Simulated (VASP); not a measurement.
Set up this calculation in VASP 6.6.1, as the native input.

| Quantity | Value |
| --- | --- |
| Task | single point |
| Functional | r2SCAN |
| Potentials or basis | VASP PAW PBE potentials, release 64 (In_d) |
| Cutoff | 520 eV |
| k mesh | 18 × 18 × 18 |
| Occupations | gaussian, width 0.1 eV |
| Spin | no spin polarisation |
| Dipole correction | no |
| Further INCAR settings | ALGO = Normal; EDIFF = 1e-06; NBANDS = 12 |

The system is In.

```xyz
1
Lattice="-1.6688 1.6688 2.3626 1.6688 -1.6688 2.3626 1.6688 1.6688 -2.3626" Properties=species:S:1:pos:R:3 pbc="T T T"
In    0.0000    0.0000    0.0000
```

The input as run:

POSCAR

```
In
1.0
   -1.6688095014      1.6688095014      2.3626334455
    1.6688095014     -1.6688095014      2.3626334455
    1.6688095014      1.6688095014     -2.3626334455
In
1
Direct
    0.0000000000      0.0000000000      0.0000000000
```

INCAR.step1

```
ALGO = Normal ; EDIFF = 1E-4
ENCUT = 520 ; GGA = PE
ISMEAR = 0 ; LASPH = T
LCHARG = F ; LREAL = F
LWAVE = T ; NBANDS = 12
NELM = 100 ; PREC = Accurate
SIGMA = 0.1
```

INCAR.step2

```
ALGO = Normal ; EDIFF = 1E-6
ENCUT = 520 ; ISIF = 2
ISMEAR = 0 ; ISTART = 1
LASPH = T ; LCHARG = F
LMIXTAU = T ; LREAL = F
LWAVE = F ; METAGGA = R2SCAN
NBANDS = 12 ; NELM = 100
PREC = Accurate ; SIGMA = 0.1
```

KPOINTS

```
k-points
0
Gamma
  18 18 18
```

Potentials or basis: VASP PAW PBE potentials, release 64 (In_d).

Launch:

```bash
$ cat potpaw_PBE.64/In_d/POTCAR > POTCAR
$ cp INCAR.step1 INCAR
$ mpirun -np 1 vasp_std > vasp.out
$ cp INCAR.step2 INCAR
$ mpirun -np 1 vasp_std > vasp.out
```

It gave:

```yaml
Pressure: 0.0 GPa
```

Caveat: the PAW data sets were made with another functional, which shifts forces and pressure a little.

Run time: 14 min on 1 thread of Intel Xeon 8259CL, on a shared host, peak memory 0.28 GiB.
